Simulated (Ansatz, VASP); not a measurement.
Ti: VASP beside Ansatz

```xyz
1
Lattice="2.7309 0.0000 0.0000 -1.3654 2.3650 0.0000 0.0000 0.0000 2.7366" Properties=species:S:1:pos:R:3 pbc="T T T"
Ti    0.0000    0.0000    0.0000
```

Alike in both runs: functional PBE; k mesh 24 × 24 × 22; occupations gaussian, width 0.1 eV; no spin polarisation.

Ansatz relaxed the structure, and its values are those at the end. VASP's run is a single point on that final structure, the one shown.

|  | VASP | Ansatz |
| --- | --- | --- |
| version | VASP 6.6.1 | Ansatz 0.2.0 |
| potentials or method | VASP PAW PBE potentials, release 64 (Ti_sv), cutoff 520 eV | scalar-relativistic, plane waves, PAW |
| valence electrons in the cell | 12 | 12 |

```tsv
	VASP	Ansatz	Ansatz less VASP
gap on the k mesh at the Fermi level (eV)	none	none	-
pressure (GPa)	-0.2	0.0	+0.21
```

A gap of «none» marks a metal or a gap that the smearing closes.
